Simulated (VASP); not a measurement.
Input of a VASP 6.6.1 run:

INCAR

```
ALGO = Normal
EDIFF = 1E-7
ENCUT = 520
GGA = PE
ISIF = 2
ISMEAR = 0
LASPH = T
LCHARG = F
LREAL = F
LWAVE = F
NBANDS = 36
NELM = 60
PREC = Accurate
SIGMA = 0.05
```

Contents of KPOINTS:

```
k-points
0
Gamma
  10 10 2
```

File POSCAR:

```
SiC
1.0
    2.1898640950     -2.1898640950      0.0000000000
    2.1898640950      0.0000000000     -2.1898640950
    8.6728538395      8.6728538395      8.6728538395
Si C
6 6
Direct
    1.0000000000      0.0000000000      0.3997522499
    0.3333333333      0.3333333333      0.2314213378
    0.6666666667      0.6666666667      0.5680831619
    1.0000000000      1.0000000000      0.9047449859
    0.3333333333      0.3333333333      0.7364140739
    0.6666666667      0.6666666667      0.0630904258
    0.6666666667      0.6666666667      0.4418349779
    0.0000000000      0.0000000000      0.2735040659
    0.3333333333      0.3333333333      0.6101658899
    0.6666666667      0.6666666667      0.9468277139
    0.0000000000      0.0000000000      0.7784968019
    0.3333333333      0.3333333333      0.1051731538
```

Potentials or basis: VASP PAW PBE potentials, release 64 (Si, C).

The run is started by

```bash
$ cat potpaw_PBE.64/Si/POTCAR potpaw_PBE.64/C/POTCAR > POTCAR
$ mpirun -np 1 vasp_std > vasp.out
```

Question: What does it give for the band gap on the k mesh?

Answer: 1.26 eV.

Question: Estimate the pressure.

Answer: 2.7 GPa.

Forces in eV/Å, atoms in the order of the input:
```
Si  -0.061 -0.061 -0.061
Si  -0.060 -0.060 -0.060
Si  -0.060 -0.060 -0.060
Si  -0.342 -0.342 -0.342
Si  -0.066 -0.066 -0.066
Si   1.833  1.833  1.833
C    0.060  0.060  0.060
C    0.061  0.061  0.061
C    0.061  0.061  0.061
C   -1.661 -1.661 -1.661
C    0.065  0.065  0.065
C    0.170  0.170  0.170
```

Caveat: the cell differs from its parent crystal (the distance across one plane changed); forces of over 1 eV/Å act on the atoms, so gaps and moduli don't describe the material at rest. A k mesh can miss the band edges.
